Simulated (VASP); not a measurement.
## HfO2: relaxation of cell and atoms with PBE+D4

The system is HfO2.

```
Hf O
1.0
     3.55802    0.00000    0.00000
     0.00000    3.55802    0.00000
     0.00000    0.00000    5.17186
Hf O
2 4
Direct
  0.00000 0.00000 0.00000
  0.50000 0.50000 0.50000
  0.00000 0.50000 0.19721
  0.50000 0.00000 0.30279
  0.50000 0.00000 0.80279
  0.00000 0.50000 0.69721
```

```yaml
Program: VASP 6.6.1
Task: relaxation of cell and atoms
Functional: PBE
Dispersion: D4
Potentials_or_basis: VASP PAW PBE potentials, release 64 (Hf_pv, O)
Cutoff: 600 eV
k_mesh: 8 × 8 × 5
Occupations: fermi-dirac, width 0.05 eV
Spin: no spin polarisation
Dipole_correction: no
Further_INCAR_settings: ALGO = Normal; EDIFF = 1e-07; IBRION = 2; EDIFFG = -0.01; NSW = 60; ISIF = 3
```

```json
{
 "Relaxed volume": "11.03 Å³/atom",
 "Relaxed cell": "a = 3.572 Å, b = 3.572 Å, c = 5.188 Å, α = 90.00°, β = 90.00°, γ = 90.00°",
 "Space group after relaxing (to 0.1 Å)": "P4_2/nmc (No. 137)",
 "Energy gained by relaxing": "1.1 meV/atom",
 "Ionic steps": "3",
 "Pressure after relaxing": "-0.1 GPa",
 "Largest force after relaxing": "0.008 eV/Å",
 "Band gap on the k mesh": "4.71 eV (least direct gap 4.78 eV)",
 "Dispersion energy per atom": "-0.193 eV"
}
```

Forces in eV/Å, atoms in the order of the input:
```
Hf   0.000  0.000  0.000
Hf   0.000  0.000  0.000
O    0.000  0.000  0.008
O    0.000  0.000 -0.008
O    0.000  0.000 -0.008
O    0.000  0.000  0.008
```

The path:
| step | energy change (eV) | largest force (eV/Å) | pressure (GPa) | volume (Å³) |
| --- | --- | --- | --- | --- |
| 1 | 0.0000 | 0.0767 | 2.92 | 65.47 |
| 2 | 0.0100 | 0.0930 | -4.37 | 67.37 |
| 3 | -0.0068 | 0.0085 | -0.06 | 66.20 |

Final structure:
```yaml
crystal:
  lattice:
    - [3.57221, 0.00000, 0.00000]
    - [0.00000, 3.57221, 0.00000]
    - [0.00000, 0.00000, 5.18806]
  atoms:
    - { symbol: Hf, position: [0.00000, 0.00000, 0.00000] }
    - { symbol: Hf, position: [0.50000, 0.50000, 0.50000] }
    - { symbol: O, position: [0.00000, 0.50000, 0.19749] }
    - { symbol: O, position: [0.50000, 0.00000, 0.30251] }
    - { symbol: O, position: [0.50000, 0.00000, 0.80251] }
    - { symbol: O, position: [0.00000, 0.50000, 0.69749] }
```

Levels at points of the mesh, in eV from the valence-band top:
| k point | band 19 | band 20 | band 21 | band 22 | band 23 | band 24 | band 25 | band 26 |
| --- | --- | --- | --- | --- | --- | --- | --- | --- |
| (0.00, 0.00, 0.00) | -0.66 | -0.12 | -0.07 | -0.07 | 4.71 | 4.72 | 5.93 | 6.15 |
| (0.50, 0.00, 0.00) | -1.42 | -1.42 | -0.13 | -0.13 | 5.11 | 5.11 | 6.12 | 6.12 |
| (0.50, 0.50, 0.00) | -0.77 | -0.77 | -0.53 | -0.53 | 5.73 | 5.73 | 6.11 | 6.11 |

Run time: 5.4 min on 1 thread of Intel Xeon 8259CL, with other jobs on the host, peak memory 0.24 GiB.

Caveat: spin-orbit coupling is left out, which moves the levels of the heavy elements; an odd mesh through Γ misses points on the zone boundary, where band edges can lie.
